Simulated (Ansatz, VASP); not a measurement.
One calculation of Te2Mo, two programs

```
CELL_PARAMETERS angstrom
3.51820 0.00000 0.00000
-1.75910 3.04685 0.00000
0.00000 0.00000 13.97360
ATOMIC_POSITIONS crystal
Te 0.66667 0.33333 0.37900
Te 0.33333 0.66667 0.87900
Te 0.66667 0.33333 0.12100
Te 0.33333 0.66667 0.62100
Mo 0.66667 0.33333 0.75000
Mo 0.33333 0.66667 0.25000
```

Alike in both runs: functional PBEsol; k mesh 9 × 9 × 2; occupations fermi-dirac, width 0.05 eV; no spin polarisation; Hubbard terms Mo d U = 3.0 eV.

```csv
,VASP,Ansatz
version,VASP 6.6.1,Ansatz 0.2.0
potentials or method,"VASP PAW PBE potentials, release 64 (Te, Mo_sv)",Ansatz PAW
plane-wave cutoff (eV),520,420
valence electrons in the cell,52,92
task,single point,projected density of states
```

```tsv
	VASP	Ansatz	Ansatz less VASP
gap on the k mesh at the Fermi level (eV)	0.74	0.79	+0.046
least direct gap on the mesh (eV)	1.04	1.00	-0.043
pressure (GPa)	0.0	-1.5	-1.48
traceless stress, the component that is largest in VASP (GPa)	0.72	0.32	-0.400
rms of the force components (eV/Å)	0.044	0.067	+0.0235
```

VASP's potentials were made for PBE, not for PBEsol. The programs project onto different local orbitals, so the same U acts differently, and such runs can settle in different states. Atom by atom the forces differ by 0.111 eV/Å (rms over components). VASP's potentials hold 52 valence electrons a cell and Ansatz's 92, so a difference there can come from the potentials and not from the codes.

Spin-orbit coupling is off throughout. Noted on Ansatz's run: odd divisions of the mesh miss points on the zone boundary, where band edges often lie, so the gap on the mesh can be too wide.
